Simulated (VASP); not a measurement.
**Sn: electric field gradients with r2SCAN**

Crystal: Sn.

```xyz
1
Lattice="-1.8787 1.8787 1.8787 1.8787 -1.8787 1.8787 1.8787 1.8787 -1.8787" Properties=species:S:1:pos:R:3 pbc="T T T"
Sn    0.0000    0.0000    0.0000
```

This cell differs from its parent crystal: volume scaled by 0.975.

- Program: VASP 6.6.1
- Task: electric field gradients
- Functional: r2SCAN
- Potentials or basis: VASP PAW PBE potentials, release 64 (Sn_d)
- Cutoff: 520 eV
- k mesh: 14 × 14 × 14
- Occupations: fermi-dirac, width 0.08 eV
- Spin: no spin polarisation
- Dipole correction: no
- Further INCAR settings: ALGO = Normal; EDIFF = 1e-08; NBANDS = 13

The pressure is 0.8 GPa. The band gap on the k mesh is zero (band 7 reaches 17.01 eV, above the bottom of band 8 at 5.68 eV).

Levels at points of the mesh, in eV from the Fermi level:
| k point | band 4 | band 5 | band 6 | band 7 | band 8 | band 9 | band 10 | band 11 |
| --- | --- | --- | --- | --- | --- | --- | --- | --- |
| (0.00, 0.00, 0.00) | -22.11 | -22.11 | -11.83 | 8.69 | 8.69 | 8.69 | 12.97 | 12.97 |
| (0.50, 0.00, 0.00) | -22.12 | -22.01 | -6.66 | -4.81 | 3.85 | 5.96 | 8.72 | 8.72 |
| (0.50, 0.50, 0.50) | -22.04 | -22.04 | -2.16 | -0.61 | -0.61 | -0.61 | 4.17 | 4.17 |

Wall time 67 s on 1 thread of Intel Xeon 6975P-C, with other jobs on the host, peak memory 0.17 GiB.

Caveat: without QUAD_EFG the Cq values of the log hold for a quadrupole moment of 1 mb, not for the nuclei; the PAW data sets were made with another functional, which shifts forces and pressure a little; spin-orbit coupling is left out, which moves the levels of the heavy elements.
